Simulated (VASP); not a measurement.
# YZnC4N4 (P-43m) in VASP: further runs

YZnC4N4 is run at these levels: PBE; tasks: relaxation of cell and atoms, single point.

All numbers are computed with VASP 6.6.1; they aren't measurements. Logs are shortened: lines on timing, memory, paths and dates and some standing lists are left out, and cuts for length are marked.

## (1) The cell of the first run

Symmetry: P-43m, No. 215, cubic system. Conventional cell: a = 6.400 Å, b = 6.400 Å, c = 6.400 Å, α = 90.00°, β = 90.00°, γ = 90.00°. Y (site symmetry -43m) has 4 C at 2.41 Å within 3.2 Å. Zn (site symmetry -43m) has 4 N at 1.96 Å within 2.6 Å. Within 1.6 Å of C (site symmetry 3m) lie 1 N at 1.17 Å. Within 1.6 Å of N (site symmetry 3m) lie 1 C at 1.17 Å.

## (2) Relaxation of cell and atoms, PBE

Contents of INCAR:

```
PREC     = Accurate       # precision mode
ENCUT    = 600            # plane-wave cutoff, eV
EDIFF    = 1E-6           # SCF threshold, eV
ISMEAR   = 0              # smearing method
SIGMA    = 0.1            # smearing width, eV
LREAL    = False          # projectors in reciprocal space
LASPH    = True           # aspherical terms in the spheres
NELM     = 60             # most SCF steps
ALGO     = Normal         # electronic algorithm
ISIF     = 3              # what is computed and relaxed
LWAVE    = False          # write WAVECAR
LCHARG   = False          # write CHGCAR
GGA      = PE             # functional
IBRION   = 2              # ionic algorithm
NSW      = 100            # ionic steps
EDIFFG   = -0.01          # ionic threshold
```

Contents of KPOINTS:

```
regular mesh
0
Gamma
  6 6 6
```

Contents of POSCAR:

```
YZnC4N4
1.0
    6.4001470399      0.0000000000      0.0000000000
    0.0000000000      6.4001470399      0.0000000000
    0.0000000000      0.0000000000      6.4001470399
Y Zn C N
1 1 4 4
Direct
    0.0000000000      0.0000000000      0.0000000000
    0.5000000000      0.5000000000      0.5000000000
    0.2172923948      0.2172923948      0.2172923948
    0.2172923948      0.7827076052      0.7827076052
    0.7827076052      0.2172923948      0.7827076052
    0.7827076052      0.7827076052      0.2172923948
    0.3229931364      0.3229931364      0.3229931364
    0.3229931364      0.6770068636      0.6770068636
    0.6770068636      0.3229931364      0.6770068636
    0.6770068636      0.6770068636      0.3229931364
```

Potentials or basis: VASP PAW PBE potentials, release 64 (Y_sv, Zn, C, N).

Command:

```
$ cat potpaw_PBE.64/Y_sv/POTCAR potpaw_PBE.64/Zn/POTCAR potpaw_PBE.64/C/POTCAR potpaw_PBE.64/N/POTCAR > POTCAR
$ mpirun -np 1 vasp_std > vasp.out
```

OUTCAR:

```text
PREC = Accurate
   ENCUT = 600
   EDIFF = 1E-6
   ISMEAR = 0
   LREAL = False
   LASPH = True
   NELM = 60
   ISIF = 3
   GGA = PE
   IBRION = 2
   NSW = 100
   EDIFFG = -0.01

 ion  position               nearest neighbor table
   1  0.000  0.000  0.000-   3 2.41   4 2.41   5 2.41   6 2.41
   2  0.500  0.500  0.500-   7 1.96   8 1.96   9 1.96  10 1.96
   3  0.217  0.217  0.217-   7 1.17   1 2.41
   4  0.217  0.783  0.783-   8 1.17   1 2.41
   5  0.783  0.217  0.783-   9 1.17   1 2.41
   6  0.783  0.783  0.217-  10 1.17   1 2.41
   7  0.323  0.323  0.323-   3 1.17   2 1.96
   8  0.323  0.677  0.677-   4 1.17   2 1.96
   9  0.677  0.323  0.677-   5 1.17   2 1.96
  10  0.677  0.677  0.323-   6 1.17   2 1.96

  LATTYP: Found a simple cubic cell.
 ALAT       =     6.4001470399

  Lattice vectors:

 A1 = (   6.4001470399,   0.0000000000,   0.0000000000)
 A2 = (   0.0000000000,   6.4001470399,   0.0000000000)
 A3 = (   0.0000000000,   0.0000000000,   6.4001470399)

Analysis of symmetry for initial positions (statically):
=====================================================================
 Subroutine PRICEL returns:
 Original cell was already a primitive cell.

 Routine SETGRP: Setting up the symmetry group for a
 simple cubic supercell.

 Subroutine GETGRP returns: Found 24 space group operations
 (whereof 24 operations were pure point group operations)
 out of a pool of 48 trial point group operations.

The static configuration has the point symmetry T_d .

Analysis of symmetry for dynamics (positions and initial velocities):
=====================================================================
 Subroutine PRICEL returns:
 Original cell was already a primitive cell.

 Routine SETGRP: Setting up the symmetry group for a
 simple cubic supercell.

 Subroutine GETGRP returns: Found 24 space group operations
 (whereof 24 operations were pure point group operations)
 out of a pool of 48 trial point group operations.

The dynamic configuration has the point symmetry T_d .

 Subroutine INISYM returns: Found 24 space group operations
 (whereof 24 operations are pure point group operations),
 and found     1 'primitive' translations

----------------------------------------------------------------------------------------

[... 90 lines left out ...]
   ions per type =               1   1   4   4
   NGX,Y,Z   is equivalent  to a cutoff of  14.03, 14.03, 14.03 a.u.
   NGXF,Y,Z  is equivalent  to a cutoff of  28.05, 28.05, 28.05 a.u.
 SYSTEM =  unknown system
   PREC   = accura    normal or accurate (medium, high low for compatibility)
   ISTART =      0    job   : 0-new  1-cont  2-samecut
   ICHARG =      2    charge: 1-file 2-atom 10-const
   ISPIN  =      1    spin polarized calculation?
   LNONCOLLINEAR =      F non collinear calculations
   LSORBIT =      F    spin-orbit coupling
   LASPH  =      T    aspherical Exc in radial PAW
   ENCUT  =  600.0 eV  44.10 Ry    6.64 a.u.  12.78 12.78 12.78*2*pi/ulx,y,z
   NELM   =     60;   NELMIN=  2; NELMDL= -5     # of ELM steps
   EDIFF  = 0.1E-05   stopping-criterion for ELM
   LREAL  =      F    real-space projection
   EDIFFG = -.1E-01   stopping-criterion for IOM
   NSW    =    100    number of steps for IOM
   IBRION =      2    ionic relax: 0-MD 1-quasi-New 2-CG
   NFREE  =      1    steps in history (QN), initial steepest desc. (CG)
   ISIF   =      3    stress and relaxation
   ISYM   =      2    0-nonsym 1-usesym 2-fastsym
   POTIM  = 0.5000    time-step for ionic-motion
   TEBEG  =    0.0;   TEEND  =   0.0 temperature during run
   PSTRESS=    0.0 pullay stress
   NELECT =      59.0000    total number of electrons
   NUPDOWN=      -1.0000    fix difference up-down
   EMIN   =  10.00;   EMAX   =-10.00  energy-range for DOS
   EFERMI =   0.00;   METHOD = LEGACY
   ISMEAR =     0;   SIGMA  =   0.10  broadening in eV -4-tet -1-fermi 0-gaus
   EFERMI_NEDOS =   21; number of points for ismear=-14 and -15
   IALGO  =     38    algorithm
   IMIX   =      4    mixing-type and parameters
     AMIX     =   0.40;   BMIX     =  1.00
     AMIX_MAG =   1.60;   BMIX_MAG =  1.00
  volume/ion in A,a.u.               =      26.22       176.92
  Fermi-wavevector in a.u.,A,eV,Ry     =   0.995793  1.881775 13.491576  0.991603
  Thomas-Fermi vector in A             =   2.127837
   LORBIT       =      0    0 simple, 1 ext, 2 COOP (PROOUT), +10 PAW based schemes
   GGA     = PE    functional components
   LHFCALC =     F    Hartree Fock is set to
   AEXX    =    0.0000 exact exchange contribution
   IVDW    =     0    specifies the selected vdW correction
   LEPSILON=     F    determine dielectric tensor
   LRPA    =     F    only Hartree local field effects (RPA)
 conjugate gradient relaxation of ions
 non-spin polarized calculation
 Gauss-broadening in eV      SIGMA  =   0.10
  energy-cutoff  :      600.00
  volume of cell :      262.16
 maximum number of plane-waves:      8780
 NGX is ok and might be reduce to    54
   NGX = 25   NGY = 25   NGZ = 25

--------------------------------------- Ionic step        1  -------------------------------------------

 number of electron      59.0000000 magnetization

 Free energy of the ion-electron system (eV)
  ---------------------------------------------------
  ext. energy  EPLUGINS =         0.00000000
  ---------------------------------------------------
  free energy    TOTEN  =       -76.02387848 eV

  energy without entropy =      -75.95317058  energy(sigma->0) =      -75.98852453

------------------------ aborting loop because EDIFF is reached ----------------------------------------

  FORCE on cell =-STRESS in cart. coord.  units (eV):
  Direction    XX          YY          ZZ          XY          YZ          ZX
  --------------------------------------------------------------------------------------
  -------------------------------------------------------------------------------------
  Total        0.6155230      0.6155230      0.6155230      0.0000000      0.0000000      0.0000000
  in kB        3.7617075      3.7617075      3.7617075      0.0000000      0.0000000      0.0000000
  external PRESSURE =       3.7617075 kB  Pullay stress =       0.0000000 kB
[... 163 lines left out ...]
--------------------------------------- Ionic step        5  -------------------------------------------

 number of electron      58.9999998 magnetization

 Free energy of the ion-electron system (eV)
  ---------------------------------------------------
  ext. energy  EPLUGINS =         0.00000000
  ---------------------------------------------------
  free energy    TOTEN  =       -76.02606685 eV

  energy without entropy =      -75.95530797  energy(sigma->0) =      -75.99068741

 E-fermi :   0.5230     XC(G=0):  -6.3782

 val. band max:        0.5228191328   @ k =   0.1667   0.0000   0.0000
 cond. band min:       0.5243395349   @ k =   0.5000   0.3333   0.1667
 fundamental gap:      0.0015204021
 Fermi energy:         0.5230286066

 k-point     1 :       0.0000    0.0000    0.0000
  band No.  band energies     occupation
      1     -43.4289      2.00000
      2     -23.4820      2.00000
      3     -23.4820      2.00000
      4     -23.4820      2.00000
      5     -19.2534      2.00000
      6     -19.1429      2.00000
[... 786 lines left out ...]
  FREE ENERGIE OF THE ION-ELECTRON SYSTEM (eV)
  ---------------------------------------------------
  free  energy   TOTEN  =       -76.0260668541 eV

  energy  without entropy=      -75.9553079729  energy(sigma->0) =      -75.99068741

 reached required accuracy - stopping structural energy minimisation
```

It took 9 min on 1 thread of Intel Xeon 6975P-C (Granite Rapids), shared host; peak memory 0.6 GiB.

What came out:

| Quantity | Value |
| --- | --- |
| Free energy | -76.0261 eV |
| Relaxed volume | 26.28 Å³/atom |
| Relaxed cell | a = 6.405 Å, b = 6.405 Å, c = 6.405 Å, α = 90.00°, β = 90.00°, γ = 90.00° |
| Space group after relaxing (to 0.1 Å) | P-43m (No. 215) |
| Energy gained by relaxing | 0.2 meV/atom |
| Ionic steps | 5 |
| Pressure after relaxing | 0.0 GPa |
| Largest force after relaxing | 0.006 eV/Å |
| Band gap on the k mesh | zero (an odd number of electrons rules out a gap without spin polarisation) |

Forces in eV/Å, atoms in the order of the input:
```
Y    0.000  0.000  0.000
Zn   0.000  0.000  0.000
C   -0.001 -0.001 -0.001
C   -0.001  0.001  0.001
C    0.001 -0.001  0.001
C    0.001  0.001 -0.001
N   -0.004 -0.004 -0.004
N   -0.004  0.004  0.004
N    0.004 -0.004  0.004
N    0.004  0.004 -0.004
```

The path:
| step | energy change (eV) | largest force (eV/Å) | pressure (GPa) | volume (Å³) |
| --- | --- | --- | --- | --- |
| 1 | 0.0000 | 0.3333 | 0.38 | 262.16 |
| 2 | 0.2079 | 3.2340 | -2.73 | 264.50 |
| 3 | -0.0020 | 0.0286 | 0.07 | 262.36 |
| 4 | -0.0020 | 0.0188 | 0.08 | 262.36 |
| 5 | -0.0022 | 0.0065 | 0.02 | 262.80 |

Final structure:
```cif
data_structure
_symmetry_space_group_name_H-M 'P 1'
_symmetry_Int_Tables_number 1
_cell_length_a 6.4053
_cell_length_b 6.4053
_cell_length_c 6.4053
_cell_angle_alpha 90.000
_cell_angle_beta 90.000
_cell_angle_gamma 90.000
_cell_volume 262.80
loop_
_atom_site_label
_atom_site_type_symbol
_atom_site_fract_x
_atom_site_fract_y
_atom_site_fract_z
_atom_site_occupancy
Y1 Y 0.00000 0.00000 0.00000 1
Zn1 Zn 0.50000 0.50000 0.50000 1
C1 C 0.21716 0.21716 0.21716 1
C2 C 0.21716 0.78284 0.78284 1
C3 C 0.78284 0.21716 0.78284 1
C4 C 0.78284 0.78284 0.21716 1
N1 N 0.32306 0.32306 0.32306 1
N2 N 0.32306 0.67694 0.67694 1
N3 N 0.67694 0.32306 0.67694 1
N4 N 0.67694 0.67694 0.32306 1
```

Caveat: an odd number of electrons without spin polarisation forces a metal; a magnetic or distorted state may lie lower.

## (3) Single point, PBE, collinear spin, ferromagnetic start

Contents of INCAR:

```
SYSTEM = YZnC4N4
PREC = Accurate ; ENCUT = 520
EDIFF = 1E-6 ; ISMEAR = 0
SIGMA = 0.1 ; LREAL = .FALSE.
LASPH = .TRUE. ; NELM = 150
ALGO = Normal ; ISIF = 2
LWAVE = .FALSE. ; LCHARG = .FALSE.
ISPIN = 2 ; MAGMOM = 0 0 1 1 1 1 1 1 1 1
LORBIT = 11 ; LMAXMIX = 4
GGA = PE ; NBANDS = 44
```

Contents of KPOINTS:

```
regular mesh
0
G
  4 4 4
  0 0 0
```

POSCAR is that of step 2.

Potentials or basis: VASP PAW PBE potentials, release 64 (Y_sv, Zn, C, N).

Command:

```
$ cat potpaw_PBE.64/Y_sv/POTCAR potpaw_PBE.64/Zn/POTCAR potpaw_PBE.64/C/POTCAR potpaw_PBE.64/N/POTCAR > POTCAR
$ mpirun -np 1 vasp_std > vasp.out
```

Run time: 2.3 min. Hardware: 1 thread of Intel Xeon 6975P-C (Granite Rapids), shared host; peak memory 0.52 GiB.

It converged, with:

```
Free energy                                           : -76.0724 eV
Pressure                                              : 0.5 GPa
Largest force                                         : 0.296 eV/Å
Band gap on the k mesh                                : zero (filled and empty bands overlap)
Net moment                                            : 1.00 μB per cell
Site moments                                          : Y +0.41; Zn +0.01; C +0.00; N +0.04 μB
Valence electrons inside the program's atomic spheres : Y 9.56; Zn 10.87; C 2.58; N 3.89
```

Forces on the atoms (eV/Å):
```
Y    0.000  0.000  0.000
Zn   0.000  0.000  0.000
C   -0.159 -0.159 -0.159
C   -0.159  0.159  0.159
C    0.159 -0.159  0.159
C    0.159  0.159 -0.159
N    0.171  0.171  0.171
N    0.171 -0.171 -0.171
N   -0.171  0.171 -0.171
N   -0.171 -0.171  0.171
```

Levels at points of the mesh, in eV from the Fermi level:
Spin up:
```
           k point  band 27  band 28  band 29  band 30  band 31  band 32  band 33  band 34
(0.00, 0.00, 0.00)    -4.99    -4.99    -4.99    -0.07    -0.07     0.45     0.45     0.45
(0.50, 0.00, 0.00)    -5.23    -5.07    -5.07    -0.05     0.03     0.53     0.84     0.84
(0.50, 0.50, 0.00)    -5.35    -5.08    -5.08    -0.13     0.21     0.79     0.79     0.89
(0.50, 0.50, 0.50)    -5.10    -5.10    -5.10     0.08     0.08     0.64     0.64     0.64
```
Spin down:
```tsv
k point	band 27	band 28	band 29	band 30	band 31	band 32
(0.00, 0.00, 0.00)	-4.92	-4.92	-4.92	0.34	0.34	0.60
(0.50, 0.00, 0.00)	-5.16	-5.01	-5.01	0.35	0.46	0.69
(0.50, 0.50, 0.00)	-5.28	-5.02	-5.02	0.26	0.66	0.96
(0.50, 0.50, 0.50)	-5.04	-5.04	-5.04	0.50	0.50	0.81
```
